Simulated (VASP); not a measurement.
# Cs4In (P-43m) in VASP: notebook

The runs below take Cs4In through relaxation of cell and atoms, single point, with PBE.

Everything below comes from runs of VASP 6.6.1. Logs are shortened: lines on timing, memory, paths and dates and some standing lists are left out, and cuts for length are marked.

### 1 The cell of the first run

It takes space group P-43m (No. 215, cubic). The conventional cell has a = 6.603 Å, b = 6.603 Å, c = 6.603 Å, α = 90.00°, β = 90.00°, γ = 90.00°. Within 3.7 Å of Cs (site symmetry 3m) lie 1 In at 2.79 Å. In (site symmetry -43m) has 4 Cs at 2.79 Å within 3.7 Å.

The cell was generated, and may not be a known phase.

### 2 Relaxation of cell and atoms, PBE

INCAR

```
SYSTEM = Cs4In
PREC = Accurate ; ENCUT = 600
EDIFF = 1E-6 ; ISMEAR = 0
SIGMA = 0.1 ; LREAL = .False.
LASPH = .True. ; NELM = 80
ALGO = Fast ; ISIF = 3
LWAVE = .False. ; LCHARG = .False.
GGA = PE ; IBRION = 2
NSW = 90 ; EDIFFG = -0.04
```

KPOINTS

```
Automatic mesh
0
Gamma
  4 4 4
  0 0 0
```

POSCAR

```
Cs4In
1.0
    6.6028809300      0.0000000000      0.0000000000
    0.0000000000      6.6028809300      0.0000000000
    0.0000000000      0.0000000000      6.6028809300
Cs In
4 1
Direct
    0.2437810800      0.7562189200      0.7562189200
    0.7562189200      0.2437810800      0.7562189200
    0.7562189200      0.7562189200      0.2437810800
    0.2437810800      0.2437810800      0.2437810800
    0.0000000000      0.0000000000      0.0000000000
```

Potentials or basis: VASP PAW PBE potentials, release 64 (Cs_sv, In_d).

Command:

```bash
> cat potpaw_PBE.64/Cs_sv/POTCAR potpaw_PBE.64/In_d/POTCAR > POTCAR
> mpirun -np 1 vasp_std > vasp.out
```

OUTCAR:

```text
SYSTEM = Cs4In
   PREC = Accurate
   ENCUT = 600
   EDIFF = 1E-6
   ISMEAR = 0
   LREAL = .False.
   LASPH = .True.
   NELM = 80
   ISIF = 3
   GGA = PE
   IBRION = 2
   NSW = 90
   EDIFFG = -0.04

 ion  position               nearest neighbor table
   1  0.244  0.756  0.756-   5 2.79
   2  0.756  0.244  0.756-   5 2.79
   3  0.756  0.756  0.244-   5 2.79
   4  0.244  0.244  0.244-   5 2.79
   5  0.000  0.000  0.000-   1 2.79   2 2.79   3 2.79   4 2.79

  LATTYP: Found a simple cubic cell.
 ALAT       =     6.6028809300

  Lattice vectors:

 A1 = (   6.6028809300,   0.0000000000,   0.0000000000)
 A2 = (   0.0000000000,   6.6028809300,   0.0000000000)
 A3 = (   0.0000000000,   0.0000000000,   6.6028809300)

Analysis of symmetry for initial positions (statically):
=====================================================================
 Subroutine PRICEL returns:
 Original cell was already a primitive cell.

 Routine SETGRP: Setting up the symmetry group for a
 simple cubic supercell.

 Subroutine GETGRP returns: Found 24 space group operations
 (whereof 24 operations were pure point group operations)
 out of a pool of 48 trial point group operations.

The static configuration has the point symmetry T_d .

Analysis of symmetry for dynamics (positions and initial velocities):
=====================================================================
 Subroutine PRICEL returns:
 Original cell was already a primitive cell.

 Routine SETGRP: Setting up the symmetry group for a
 simple cubic supercell.

 Subroutine GETGRP returns: Found 24 space group operations
 (whereof 24 operations were pure point group operations)
 out of a pool of 48 trial point group operations.

The dynamic configuration has the point symmetry T_d .

 Subroutine INISYM returns: Found 24 space group operations
 (whereof 24 operations are pure point group operations),
 and found     1 'primitive' translations

----------------------------------------------------------------------------------------

                                     Primitive cell

  volume of cell :     287.8726

  direct lattice vectors                    reciprocal lattice vectors
     6.602880930  0.000000000  0.000000000     0.151449043  0.000000000  0.000000000
     0.000000000  6.602880930  0.000000000     0.000000000  0.151449043  0.000000000
[... 79 lines left out ...]
   NSW    =     90    number of steps for IOM
   IBRION =      2    ionic relax: 0-MD 1-quasi-New 2-CG
   NFREE  =      1    steps in history (QN), initial steepest desc. (CG)
   ISIF   =      3    stress and relaxation
   ISYM   =      2    0-nonsym 1-usesym 2-fastsym
   POTIM  = 0.5000    time-step for ionic-motion
   TEBEG  =    0.0;   TEEND  =   0.0 temperature during run
   PSTRESS=    0.0 pullay stress
   NELECT =      49.0000    total number of electrons
   NUPDOWN=      -1.0000    fix difference up-down
   EMIN   =  10.00;   EMAX   =-10.00  energy-range for DOS
   EFERMI =   0.00;   METHOD = LEGACY
   ISMEAR =     0;   SIGMA  =   0.10  broadening in eV -4-tet -1-fermi 0-gaus
   EFERMI_NEDOS =   21; number of points for ismear=-14 and -15
   IALGO  =     68    algorithm
   IMIX   =      4    mixing-type and parameters
     AMIX     =   0.40;   BMIX     =  1.00
     AMIX_MAG =   1.60;   BMIX_MAG =  1.00
  volume/ion in A,a.u.               =      57.57       388.53
  Fermi-wavevector in a.u.,A,eV,Ry     =   0.907277  1.714506 11.199665  0.823152
  Thomas-Fermi vector in A             =   2.031065
   LORBIT       =      0    0 simple, 1 ext, 2 COOP (PROOUT), +10 PAW based schemes
   GGA     = PE    functional components
   LHFCALC =     F    Hartree Fock is set to
   AEXX    =    0.0000 exact exchange contribution
   IVDW    =     0    specifies the selected vdW correction
   LEPSILON=     F    determine dielectric tensor
   LRPA    =     F    only Hartree local field effects (RPA)
 conjugate gradient relaxation of ions
 non-spin polarized calculation
 RMM-DIIS sequential band-by-band and
 Gauss-broadening in eV      SIGMA  =   0.10
  energy-cutoff  :      600.00
  volume of cell :      287.87
 maximum number of plane-waves:      9633
 NGX is ok and might be reduce to    54
   NGX = 27   NGY = 27   NGZ = 27

--------------------------------------- Ionic step        1  -------------------------------------------

 number of electron      48.9999991 magnetization

 Free energy of the ion-electron system (eV)
  ---------------------------------------------------
  ext. energy  EPLUGINS =         0.00000000
  ---------------------------------------------------
  free energy    TOTEN  =        -0.55909295 eV

  energy without entropy =       -0.51768990  energy(sigma->0) =       -0.53839143

------------------------ aborting loop because EDIFF is reached ----------------------------------------

  FORCE on cell =-STRESS in cart. coord.  units (eV):
  Direction    XX          YY          ZZ          XY          YZ          ZX
  --------------------------------------------------------------------------------------
  -------------------------------------------------------------------------------------
  Total       14.6552343     14.6552343     14.6552343      0.0000000      0.0000000     -0.0000000
  in kB       81.5648332     81.5648332     81.5648332      0.0000000      0.0000000     -0.0000000
  external PRESSURE =      81.5648332 kB  Pullay stress =       0.0000000 kB
[... 98 lines left out ...]
  FREE ENERGIE OF THE ION-ELECTRON SYSTEM (eV)
  ---------------------------------------------------
  free  energy   TOTEN  =        -5.0312362740 eV

  energy  without entropy=       -4.9938383479  energy(sigma->0) =       -5.01253731

[... ionic steps 4 to 9 ...]

--------------------------------------- Ionic step       10  -------------------------------------------

 number of electron      48.9999990 magnetization

------------------------ aborting loop because EDIFF is reached ----------------------------------------
[... 73 lines left out ...]
--------------------------------------- Ionic step       12  -------------------------------------------

 number of electron      48.9999975 magnetization

 Free energy of the ion-electron system (eV)
  ---------------------------------------------------
  ext. energy  EPLUGINS =         0.00000000
  ---------------------------------------------------
  free energy    TOTEN  =        -5.14368736 eV

  energy without entropy =       -5.10683251  energy(sigma->0) =       -5.12525994

 E-fermi :   0.5569     XC(G=0):  -5.6370

 val. band max:        0.5447533395   @ k =   0.5000   0.2500   0.2500
 cond. band min:       0.6228388182   @ k =   0.2500   0.2500   0.0000
 fundamental gap:      0.0780854787
 Fermi energy:         0.5569429973

 k-point     1 :       0.0000    0.0000    0.0000
  band No.  band energies     occupation
      1     -23.0284      2.00000
      2     -23.0198      2.00000
      3     -23.0198      2.00000
      4     -23.0198      2.00000
      5     -14.1002      2.00000
      6     -14.1002      2.00000
[... 341 lines left out ...]
  FREE ENERGIE OF THE ION-ELECTRON SYSTEM (eV)
  ---------------------------------------------------
  free  energy   TOTEN  =        -5.1436873646 eV

  energy  without entropy=       -5.1068325066  energy(sigma->0) =       -5.12525994

 reached required accuracy - stopping structural energy minimisation
```

OSZICAR:

```text
N       E                     dE             d eps       ncg     rms          rms(c)
DAV:   1     0.472333922156E+03    0.47233E+03   -0.20771E+04   580   0.159E+03
DAV:   2     0.600987044008E+02   -0.41224E+03   -0.40317E+03   714   0.328E+02
DAV:   3     0.130324111327E+01   -0.58795E+02   -0.57993E+02   680   0.132E+02
[... 171 lines left out ...]
RMM:   5    -0.514369044895E+01   -0.83059E-05   -0.61947E-04   758   0.138E-01    0.311E-02
RMM:   6    -0.514369129383E+01   -0.84488E-06   -0.97016E-05   654   0.766E-02    0.225E-02
RMM:   7    -0.514369152077E+01   -0.22694E-06   -0.44826E-05   733   0.379E-02    0.112E-02
RMM:   8    -0.514368658133E+01    0.49394E-05   -0.25269E-05   657   0.315E-02    0.290E-03
RMM:   9    -0.514368736463E+01   -0.78330E-06   -0.56470E-06   403   0.144E-02
  12 F= -.51436874E+01 E0= -.51252599E+01  d E =-.207993E-02
```

It took 18 min on 1 thread of Oxide Virtual Turin-like, shared host; peak memory 0.44 GiB.

What came out:

```
Free energy                           : -5.1437 eV
Relaxed volume                        : 97.63 Å³/atom
Relaxed cell                          : a = 7.874 Å, b = 7.874 Å, c = 7.874 Å, α = 90.00°, β = 90.00°, γ = 90.00°
Space group after relaxing (to 0.1 Å) : P-43m (No. 215)
Energy gained by relaxing             : 916.9 meV/atom
Ionic steps                           : 12
Pressure after relaxing               : 0.1 GPa
Largest force after relaxing          : 0.037 eV/Å
Band gap on the k mesh                : zero (an odd number of electrons rules out a gap without spin polarisation)
```

Forces in eV/Å, atoms in the order of the input:
```
Cs   0.021 -0.021 -0.021
Cs  -0.021  0.021 -0.021
Cs  -0.021 -0.021  0.021
Cs   0.021  0.021  0.021
In   0.000  0.000  0.000
```

The path:
```csv
step,energy change (eV),largest force (eV/Å),pressure (GPa),volume (Å³)
1,0.0000,3.7454,8.16,287.87
2,-4.2998,0.5191,0.87,428.07
3,-4.4721,0.3095,0.43,457.35
4,-4.5744,0.0375,-0.08,519.86
5,-4.5757,0.0574,-0.03,513.29
6,-4.5750,0.0772,0.00,507.91
7,-4.5760,0.0736,0.00,506.44
8,-4.5784,0.0688,0.01,502.05
9,-4.5816,0.0611,0.04,493.35
10,-4.5810,0.0382,0.10,476.24
11,-4.5825,0.0508,0.07,485.62
12,-4.5846,0.0366,0.05,488.13
```

Final structure:
```cif
data_structure
_symmetry_space_group_name_H-M 'P 1'
_symmetry_Int_Tables_number 1
_cell_length_a 7.8737
_cell_length_b 7.8737
_cell_length_c 7.8737
_cell_angle_alpha 90.000
_cell_angle_beta 90.000
_cell_angle_gamma 90.000
_cell_volume 488.13
loop_
_atom_site_label
_atom_site_type_symbol
_atom_site_fract_x
_atom_site_fract_y
_atom_site_fract_z
_atom_site_occupancy
Cs1 Cs 0.26984 0.73016 0.73016 1
Cs2 Cs 0.73016 0.26984 0.73016 1
Cs3 Cs 0.73016 0.73016 0.26984 1
Cs4 Cs 0.26984 0.26984 0.26984 1
In1 In 0.00000 0.00000 0.00000 1
```

Levels at points of the mesh, in eV from the Fermi level:
```
           k point  band 21  band 22  band 23  band 24  band 25  band 26  band 27  band 28  band 29
(0.00, 0.00, 0.00)   -10.34    -4.74    -0.86    -0.15    -0.15    -0.15     1.28     1.33     1.33
(0.50, 0.00, 0.00)   -10.35    -4.69    -0.96     0.07     0.16     0.16     0.88     1.30     1.35
(0.50, 0.50, 0.00)   -10.35    -4.68    -0.38    -0.38    -0.17     0.26     0.97     0.99     0.99
(0.50, 0.50, 0.50)   -10.35    -4.69    -0.22    -0.22    -0.22     0.48     0.60     0.60     0.60
```

Caveat: the volume moved by over 15 % at a fixed basis, so the end points are rough; spin-orbit coupling is left out, which moves the levels of the heavy elements.

### 3 Single point, PBE

This run uses another cell than the first one, of 98.09 Å³/atom.

INCAR

```
SYSTEM = Cs4In
PREC = Accurate
ENCUT = 520
EDIFF = 1E-6
ISMEAR = 0
SIGMA = 0.1
LREAL = .FALSE.
LASPH = .TRUE.
NELM = 60
ALGO = Fast
ISIF = 2
LWAVE = .FALSE.
LCHARG = .FALSE.
GGA = PE
NBANDS = 32
```

KPOINTS

```
Automatic mesh
0
G
  6 6 6
  0 0 0
```

POSCAR

```
Cs4In
1.0
    7.8861784087      0.0000000000      0.0000000000
    0.0000000000      7.8861784087      0.0000000000
    0.0000000000      0.0000000000      7.8861784087
Cs In
4 1
Direct
    0.2709017600      0.7290982400      0.7290982400
    0.7290982400      0.2709017600      0.7290982400
    0.7290982400      0.7290982400      0.2709017600
    0.2709017600      0.2709017600      0.2709017600
    0.0000000000      0.0000000000      0.0000000000
```

Potentials or basis: VASP PAW PBE potentials, release 64 (Cs_sv, In_d).

Command:

```bash
> cat potpaw_PBE.64/Cs_sv/POTCAR potpaw_PBE.64/In_d/POTCAR > POTCAR
> mpirun -np 1 vasp_std > vasp.out
```

Wall time 8.4 min (1 thread of Oxide Virtual Turin-like, shared host); peak memory 0.63 GiB.

It converged, with:

| Quantity | Value |
| --- | --- |
| Free energy | -5.1533 eV |
| Pressure | 0.0 GPa |
| Largest force | 0.006 eV/Å |
| Band gap on the k mesh | zero (an odd number of electrons rules out a gap without spin polarisation) |

Forces on the atoms (eV/Å):
```
Cs   0.004 -0.004 -0.004
Cs  -0.004  0.004 -0.004
Cs  -0.004 -0.004  0.004
Cs   0.004  0.004  0.004
In   0.000  0.000  0.000
```

Levels at points of the mesh, in eV from the Fermi level:
```csv
k point,band 22,band 23,band 24,band 25,band 26,band 27,band 28,band 29
"(0.00, 0.00, 0.00)",-4.74,-0.88,-0.15,-0.15,-0.15,1.25,1.41,1.42
"(0.50, 0.00, 0.00)",-4.70,-0.98,0.06,0.15,0.15,0.87,1.27,1.33
"(0.50, 0.50, 0.00)",-4.69,-0.39,-0.39,-0.20,0.25,0.96,0.97,0.97
"(0.50, 0.50, 0.50)",-4.70,-0.23,-0.23,-0.23,0.44,0.58,0.58,0.58
```

Caveat: spin-orbit coupling is left out, which moves the levels of the heavy elements.

The gap in the log of VASP goes by the Fermi energy; the results here count the filled bands.